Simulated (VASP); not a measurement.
Wanted: the native input for a VASP 6.6.1 run.

```
Task                   : single point
Functional             : PBE
Dispersion             : D3(BJ)
Potentials or basis    : VASP PAW PBE potentials, release 64 (Sn_d, O)
Cutoff                 : 520 eV
k mesh                 : 6 × 6 × 1
Occupations            : gaussian, width 0.02 eV
Spin                   : no spin polarisation
Dipole correction      : yes
Further INCAR settings : ALGO = Normal; EDIFF = 1e-07; NBANDS = 28
```

The structure of SnO lies in POSCAR:

```
SnO
1.0
    3.8970639219      0.0000054159      0.0000000000
   -0.0000054159      3.8970639219      0.0000000000
    0.0000000000      0.0000000000     30.6344298968
Sn O
2 2
Direct
    0.9998506398      0.9998506398      0.4622493606
    0.4998506398      0.4998506398      0.5377506394
    0.9998506399      0.4998506398      0.5000000000
    0.4998506398      0.9998506398      0.5000000000
```

This cell differs from its parent crystal: biaxial strain +0.020, then relaxed in part.

One way to write it, as run:

INCAR

```
PREC = Accurate
ENCUT = 520
EDIFF = 1E-7
ISMEAR = 0
SIGMA = 0.02
LREAL = F
LASPH = T
NELM = 60
ALGO = Normal
ISIF = 2
LWAVE = F
LCHARG = F
LDIPOL = T
IDIPOL = 3
DIPOL = 0.5 0.5 0.500
GGA = PE
IVDW = 12
NBANDS = 28
```

KPOINTS

```
Automatic mesh
0
Gamma
  6 6 1
```

Potentials or basis: VASP PAW PBE potentials, release 64 (Sn_d, O).

Command:

```console
$ cat potpaw_PBE.64/Sn_d/POTCAR potpaw_PBE.64/O/POTCAR > POTCAR
$ mpirun -np 1 vasp_std > vasp.out
```

It gave:

The largest force is 0.086 eV/Å. The band gap on the k mesh is 2.81 eV, indirect (least direct gap 2.82 eV) and the dispersion energy per atom is -0.132 eV.

Caveat: the cell differs from its parent crystal (biaxial strain +0.020, then relaxed in part); spin-orbit coupling is left out, which moves the levels of the heavy elements.

Wall time 2.8 min on 1 thread of Intel(R) Xeon(R) Platinum 8488C (Sapphire Rapids), on a shared host, peak memory 0.52 GiB.
